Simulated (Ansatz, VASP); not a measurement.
## Zn4Se3S: VASP beside Ansatz

```
CELL_PARAMETERS angstrom
5.60179 0.00000 0.00000
0.00000 5.60179 0.00000
0.00000 0.00000 5.60179
ATOMIC_POSITIONS crystal
S 0.00000 0.00000 0.00000
Zn 0.75662 0.75662 0.75662
Zn 0.24338 0.24338 0.75662
Zn 0.24338 0.75662 0.24338
Zn 0.75662 0.24338 0.24338
Se 0.50000 0.50000 0.00000
Se 0.50000 0.00000 0.50000
Se 0.00000 0.50000 0.50000
```

Alike in both runs: task single point; functional PBE; k mesh 4 × 4 × 4; no spin polarisation.

|  | VASP | Ansatz |
| --- | --- | --- |
| version | VASP 6.6.1 | Ansatz 0.2.0 |
| potentials or method | VASP PAW PBE potentials, release 64 (S, Zn, Se) | plane waves, PAW |
| plane-wave cutoff (eV) | 520 | 420 |
| occupations | gaussian, width 0.01 eV | fixed |
| valence electrons in the cell | 72 | 102 |

```csv
,VASP,Ansatz,Ansatz less VASP
gap on the k mesh at the Fermi level (eV),1.44,1.44,-0.002
pressure (GPa),2.2,2.0,-0.23
rms of the force components (eV/Å),0.006,0.005,-0.0017
```

VASP's potentials hold 72 valence electrons a cell and Ansatz's 102, so a difference there can come from the potentials and not from the codes.
